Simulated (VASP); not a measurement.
# Hf (Fm-3m) in VASP: further runs

Hf is run at these levels: LDA; tasks: single point.

All numbers are computed with VASP 6.6.1; they aren't measurements. Logs are shortened: lines on timing, memory, paths and dates and some standing lists are left out, and cuts for length are marked.

### 1 The cell of the first run

It takes space group Fm-3m (No. 225, cubic). Conventional cell: a = 4.425 Å, b = 4.425 Å, c = 4.425 Å, α = 90.00°, β = 90.00°, γ = 90.00°. Within 4.1 Å of Hf (site symmetry m-3m) lie 12 Hf at 3.13 Å.

### 2 Single point, LDA (volume scaled by 0.99)

INCAR

```
  PREC = Accurate
  ENCUT = 520
  EDIFF = 1E-6
  ISMEAR = -1
  SIGMA = 0.03
  LREAL = False
  LASPH = True
  NELM = 80
  ALGO = Normal
  ISIF = 2
  LWAVE = False
  LCHARG = False
  NBANDS = 11
```

KPOINTS

```
Automatic mesh
0
Gamma
  13 13 13
```

POSCAR

```
Hf
1.0
    0.0000000000      2.2125751954      2.2125751954
    2.2125751954      0.0000000000      2.2125751954
    2.2125751954      2.2125751954      0.0000000000
Hf
1
Direct
    0.0000000000      0.0000000000      0.0000000000
```

Potentials or basis: VASP PAW LDA potentials, release 64 (Hf_pv).

Command:

```
cat potpaw_LDA.64/Hf_pv/POTCAR > POTCAR
mpirun -np 1 vasp_std > vasp.out
```

OUTCAR:

```text
PREC = Accurate
   ENCUT = 520
   EDIFF = 1E-6
   ISMEAR = -1
   LREAL = False
   LASPH = True
   NELM = 80
   ISIF = 2

 ion  position               nearest neighbor table
   1  0.000  0.000  0.000-

  LATTYP: Found a face centered cubic cell.
 ALAT       =     4.4251503908

  Lattice vectors:

 A1 = (   0.0000000000,   2.2125751954,   2.2125751954)
 A2 = (   2.2125751954,   0.0000000000,   2.2125751954)
 A3 = (   2.2125751954,   2.2125751954,   0.0000000000)

Analysis of symmetry for initial positions (statically):
=====================================================================
 Subroutine PRICEL returns:
 Original cell was already a primitive cell.

 Routine SETGRP: Setting up the symmetry group for a
 face centered cubic supercell.

 Subroutine GETGRP returns: Found 48 space group operations
 (whereof 48 operations were pure point group operations)
 out of a pool of 48 trial point group operations.

The static configuration has the point symmetry O_h .

Analysis of symmetry for dynamics (positions and initial velocities):
=====================================================================
 Subroutine PRICEL returns:
 Original cell was already a primitive cell.

 Routine SETGRP: Setting up the symmetry group for a
 face centered cubic supercell.

 Subroutine GETGRP returns: Found 48 space group operations
 (whereof 48 operations were pure point group operations)
 out of a pool of 48 trial point group operations.

The dynamic configuration has the point symmetry O_h .

 Subroutine INISYM returns: Found 48 space group operations
 (whereof 48 operations are pure point group operations),
 and found     1 'primitive' translations

----------------------------------------------------------------------------------------

                                     Primitive cell

  volume of cell :      21.6633

  direct lattice vectors                    reciprocal lattice vectors
     0.000000000  2.212575195  2.212575195    -0.225981020  0.225981020  0.225981020
     2.212575195  0.000000000  2.212575195     0.225981020 -0.225981020  0.225981020
     2.212575195  2.212575195  0.000000000     0.225981020  0.225981020 -0.225981020

  length of vectors
     3.129053849  3.129053849  3.129053849     0.391410609  0.391410609  0.391410609

  position of ions in fractional coordinates (direct lattice)
     0.000000000  0.000000000  0.000000000

  ion indices of the primitive-cell ions
   primitive index   ion index
                 1           1

[... 73 lines left out ...]
   EDIFFG = 0.1E-04   stopping-criterion for IOM
   NSW    =      0    number of steps for IOM
   IBRION =     -1    ionic relax: 0-MD 1-quasi-New 2-CG
   NFREE  =      0    steps in history (QN), initial steepest desc. (CG)
   ISIF   =      2    stress and relaxation
   ISYM   =      2    0-nonsym 1-usesym 2-fastsym
   POTIM  = 0.5000    time-step for ionic-motion
   TEBEG  =    0.0;   TEEND  =   0.0 temperature during run
   PSTRESS=    0.0 pullay stress
   NELECT =      10.0000    total number of electrons
   NUPDOWN=      -1.0000    fix difference up-down
   EMIN   =  10.00;   EMAX   =-10.00  energy-range for DOS
   EFERMI =   0.00;   METHOD = LEGACY
   ISMEAR =    -1;   SIGMA  =   0.03  broadening in eV -4-tet -1-fermi 0-gaus
   EFERMI_NEDOS =   21; number of points for ismear=-14 and -15
   IALGO  =     38    algorithm
   IMIX   =      4    mixing-type and parameters
     AMIX     =   0.40;   BMIX     =  1.00
     AMIX_MAG =   1.60;   BMIX_MAG =  1.00
  volume/ion in A,a.u.               =      21.66       146.19
  Fermi-wavevector in a.u.,A,eV,Ry     =   1.265222  2.390923 21.780031  1.600787
  Thomas-Fermi vector in A             =   2.398487
   LORBIT       =      0    0 simple, 1 ext, 2 COOP (PROOUT), +10 PAW based schemes
   GGA     = CA    functional components
   LHFCALC =     F    Hartree Fock is set to
   AEXX    =    0.0000 exact exchange contribution
   IVDW    =     0    specifies the selected vdW correction
   LEPSILON=     F    determine dielectric tensor
   LRPA    =     F    only Hartree local field effects (RPA)
 non-spin polarized calculation
  energy-cutoff  :      520.00
  volume of cell :       21.66
 maximum number of plane-waves:       594
   NGX = 11   NGY = 11   NGZ = 11

 number of electron      10.0000000 magnetization

 Free energy of the ion-electron system (eV)
  ---------------------------------------------------
  ext. energy  EPLUGINS =         0.00000000
  ---------------------------------------------------
  free energy    TOTEN  =       -10.61880456 eV

  energy without entropy =      -10.61392116  energy(sigma->0) =      -10.61636286

 E-fermi :   4.8372     XC(G=0): -11.6198

 val. band max:        4.8123270836   @ k =  -0.3077   0.3077   0.0769
 cond. band min:       4.8441793649   @ k =  -0.3077   0.3077   0.0000
 fundamental gap:      0.0318522814
 Fermi energy:         4.8371981584

 k-point     1 :       0.0000    0.0000    0.0000
  band No.  band energies     occupation
      1     -24.9061      2.00000
      2     -24.9061      2.00000
      3     -24.9061      2.00000
      4      -2.4103      2.00000
      5       6.1817      0.00000
      6       6.1817      0.00000
      7       6.1817      0.00000
      8       9.0472      0.00000
      9       9.0472      0.00000
     10      16.3732      0.00000
     11      17.0592      0.00000
[... 309 lines left out ...]
 k-point    24 :       0.4615    0.1538    0.0000
  band No.  band energies     occupation
      1     -25.7148      2.00000
      2     -25.1321      2.00000
      3     -25.0769      2.00000
      4       1.6549      2.00000
      5       4.4227      2.00000
      6       5.4717      0.00000
      7       6.7777      0.00000
      8      10.9942      0.00000
      9      11.3695      0.00000
     10      14.7042      0.00000
     11      17.0679      0.00000

 [... further k-points ...]
[... 5 lines left out ...]
  --------------------------------------------------------------------------------------
  -------------------------------------------------------------------------------------
  Total       -0.6048172     -0.6048172     -0.6048172     -0.0000000      0.0000000      0.0000000
  in kB      -44.7312087    -44.7312087    -44.7312087     -0.0000000      0.0000000      0.0000000
  external PRESSURE =     -44.7312087 kB  Pullay stress =       0.0000000 kB

 VOLUME and BASIS-vectors are now :
 -----------------------------------------------------------------------------
  energy-cutoff  :      520.00
  volume of cell :       21.66
      direct lattice vectors                 reciprocal lattice vectors
     0.000000000  2.212575195  2.212575195    -0.225981020  0.225981020  0.225981020
     2.212575195  0.000000000  2.212575195     0.225981020 -0.225981020  0.225981020
     2.212575195  2.212575195  0.000000000     0.225981020  0.225981020 -0.225981020

 POSITION                                       TOTAL-FORCE (eV/Angst)
 -----------------------------------------------------------------------------------
      0.00000      0.00000      0.00000         0.000000      0.000000      0.000000
 -----------------------------------------------------------------------------------
    total drift:                               -0.000000      0.000000     -0.000000

  FREE ENERGIE OF THE ION-ELECTRON SYSTEM (eV)
  ---------------------------------------------------
  free  energy   TOTEN  =       -10.6188045568 eV

  energy  without entropy=      -10.6139211639  energy(sigma->0) =      -10.61636286
```

OSZICAR:

```text
N       E                     dE             d eps       ncg     rms          rms(c)
DAV:   1     0.126965909404E+02    0.12697E+02   -0.57580E+03  1856   0.842E+02
DAV:   2    -0.105254703861E+02   -0.23222E+02   -0.22445E+02  2308   0.155E+02
DAV:   3    -0.109687659201E+02   -0.44330E+00   -0.43922E+00  2349   0.149E+01
DAV:   4    -0.109703170231E+02   -0.15511E-02   -0.15509E-02  2048   0.105E+00
DAV:   5    -0.109703249411E+02   -0.79181E-05   -0.79177E-05  2362   0.689E-02    0.463E+01
DAV:   6    -0.107122400859E+02    0.25808E+00   -0.21197E-01  2121   0.326E+00    0.276E+01
DAV:   7    -0.106233993760E+02    0.88841E-01   -0.32916E-01  2097   0.388E+00    0.135E+00
DAV:   8    -0.106187884148E+02    0.46110E-02   -0.22736E-02  2082   0.107E+00    0.193E-01
DAV:   9    -0.106188057486E+02   -0.17334E-04   -0.27914E-04  2194   0.146E-01    0.455E-02
DAV:  10    -0.106188051901E+02    0.55848E-06   -0.18114E-05  2139   0.308E-02    0.488E-02
DAV:  11    -0.106188045568E+02    0.63333E-06   -0.14560E-06  1465   0.957E-03
   1 F= -.10618805E+02 E0= -.10616363E+02  d E =-.488339E-02
```

stdout:

```text
POSCAR found type information on POSCAR Hf
 POSCAR found :  1 types and       1 ions
 scaLAPACK will be used
 LDA part: xc-table for (Slater(with rela. corr.)+CA(PZ))
 , standard interpolation
 POSCAR, INCAR and KPOINTS ok, starting setup
 FFT: planning ... GRIDC
 FFT: planning ... GRID_SOFT
 FFT: planning ... GRID
 WAVECAR not read
 entering main loop
```

It took 5.9 s on 1 thread of Intel Xeon 6975P-C (Granite Rapids), shared host; peak memory 0.13 GiB.

Results:

* Free energy: -10.6188 eV
* Pressure: -4.5 GPa
* Band gap on the k mesh: zero (band 5 reaches 6.18 eV, above the bottom of band 6 at 4.28 eV)

Levels at points of the mesh, in eV from the Fermi level:
```tsv
k point	band 1	band 2	band 3	band 4	band 5	band 6	band 7	band 8	band 9	band 10
(0.00, 0.00, 0.00)	-29.74	-29.74	-29.74	-7.25	1.34	1.34	1.34	4.21	4.21	11.54
```

Caveat: spin-orbit coupling is left out, which moves the levels of the heavy elements.

### 3 Single point, LDA (volume scaled by 1.02)

INCAR

```
SYSTEM = Hf
ALGO     = Normal         ! electronic algorithm
EDIFF    = 1E-6           ! SCF threshold, eV
ENCUT    = 520            ! plane-wave cutoff, eV
GGA      = CA             ! functional
ISIF     = 2              ! what is computed and relaxed
ISMEAR   = -1             ! smearing method
LASPH    = .TRUE.         ! aspherical terms in the spheres
LCHARG   = .FALSE.        ! write CHGCAR
LREAL    = .FALSE.        ! projectors in reciprocal space
LWAVE    = .FALSE.        ! write WAVECAR
NBANDS   = 11             ! bands
NELM     = 100            ! most SCF steps
PREC     = Accurate       ! precision mode
SIGMA    = 0.03           ! smearing width, eV
```

KPOINTS

```
k-points
0
G
  13 13 13
  0 0 0
```

POSCAR

```
Hf
1.0
    0.0000000000      2.2347024152      2.2347024152
    2.2347024152      0.0000000000      2.2347024152
    2.2347024152      2.2347024152      0.0000000000
Hf
1
Direct
    0.0000000000      0.0000000000      0.0000000000
```

Potentials or basis: VASP PAW LDA potentials, release 64 (Hf_pv).

Command:

```
cat potpaw_LDA.64/Hf_pv/POTCAR > POTCAR
mpirun -np 1 vasp_std > vasp.out
```

Wall time 5.1 s (1 thread of Intel Xeon 6975P-C (Granite Rapids), shared host); peak memory 0.13 GiB.

Results (log left out):

- Free energy: -10.5944 eV
- Pressure: -7.4 GPa
- Band gap on the k mesh: zero (band 5 reaches 5.96 eV, above the bottom of band 6 at 4.09 eV)

Levels at points of the mesh, in eV from the Fermi level:
```tsv
k point	band 1	band 2	band 3	band 4	band 5	band 6	band 7	band 8	band 9	band 10
(0.00, 0.00, 0.00)	-29.84	-29.84	-29.84	-7.14	1.34	1.34	1.34	4.09	4.09	11.44
```

Caveat: spin-orbit coupling is left out, which moves the levels of the heavy elements.

### 4 Single point, LDA (volume scaled by 1.04)

INCAR

```
SYSTEM = Hf
PREC = Accurate ; ENCUT = 520
EDIFF = 1E-6 ; ISMEAR = -1
SIGMA = 0.03 ; LREAL = .False.
LASPH = .True. ; NELM = 100
ALGO = Normal ; ISIF = 2
LWAVE = .False. ; LCHARG = .False.
GGA = CA ; NBANDS = 11
```

KPOINTS

```
Automatic mesh
0
Gamma
  13 13 13
  0 0 0
```

POSCAR

```
Hf
1.0
    0.0000000000      2.2492138765      2.2492138765
    2.2492138765      0.0000000000      2.2492138765
    2.2492138765      2.2492138765      0.0000000000
Hf
1
Direct
    0.0000000000      0.0000000000      0.0000000000
```

Command:

```
cat potpaw_LDA.64/Hf_pv/POTCAR > POTCAR
mpirun -np 1 vasp_std > vasp.out
```

Run time: 5 s. Hardware: 1 thread of Intel Xeon 6975P-C (Granite Rapids), shared host; peak memory 0.14 GiB.

The run converged. Its results:

```
Free energy            : -10.5719 eV
Pressure               : -9.1 GPa
Band gap on the k mesh : zero (band 5 reaches 5.81 eV, above the bottom of band 6 at 3.96 eV)
```

Levels at points of the mesh, in eV from the Fermi level:
| k point | band 2 | band 3 | band 4 | band 5 | band 6 | band 7 | band 8 | band 9 |
| --- | --- | --- | --- | --- | --- | --- | --- | --- |
| (0.00, 0.00, 0.00) | -29.91 | -29.91 | -7.07 | 1.33 | 1.33 | 1.33 | 4.02 | 4.02 |

Caveat: spin-orbit coupling is left out, which moves the levels of the heavy elements.

### 5 Single point, LDA (volume scaled by 1.04)

INCAR

```
ALGO = Normal
EDIFF = 1E-7
ENCUT = 520
GGA = CA
ISIF = 2
ISMEAR = -1
LASPH = T
LCHARG = T
LELF = T
LREAL = F
LVHAR = T
LWAVE = F
NBANDS = 11
NELM = 60
PREC = Accurate
SIGMA = 0.03
```

KPOINTS

```
k-points
0
Gamma
  13 13 13
```

POSCAR is that of step 4.

Command:

```
cat potpaw_LDA.64/Hf_pv/POTCAR > POTCAR
mpirun -np 1 vasp_std > vasp.out
```

It took 8.6 s on 1 thread of Intel Xeon 6975P-C (Granite Rapids), shared host; peak memory 0.13 GiB.

The run converged. Its results:

- Free energy: -10.5719 eV
- Pressure: -9.1 GPa
- Band gap on the k mesh: zero (band 5 reaches 5.81 eV, above the bottom of band 6 at 3.96 eV)

Levels at points of the mesh, in eV from the Fermi level:
| k point | band 2 | band 3 | band 4 | band 5 | band 6 | band 7 | band 8 | band 9 |
| --- | --- | --- | --- | --- | --- | --- | --- | --- |
| (0.00, 0.00, 0.00) | -29.91 | -29.91 | -7.07 | 1.33 | 1.33 | 1.33 | 4.02 | 4.02 |

Caveat: spin-orbit coupling is left out, which moves the levels of the heavy elements.

### 6 The runs side by side

| cell | gap on the mesh (eV) | pressure (GPa) |
| --- | --- | --- |
| a = 3.129 Å, angles 60.0°, 1 atom | none | -4.5 |
| a = 3.160 Å, angles 60.0°, 1 atom | none | -7.4 |
| a = 3.181 Å, angles 60.0°, 1 atom | none | -9.1 |

Alike in all rows: task single point; level LDA; potentials or basis VASP PAW LDA potentials, release 64 (Hf_pv); no spin polarisation; k mesh 13 × 13 × 13; cutoff (eV) 520; smearing fermi-dirac 0.03 eV.

Caveats: spin-orbit coupling is left out, which moves the levels of the heavy elements.

Total energies depend on the potentials used, so only differences within one code and one set of settings carry meaning.
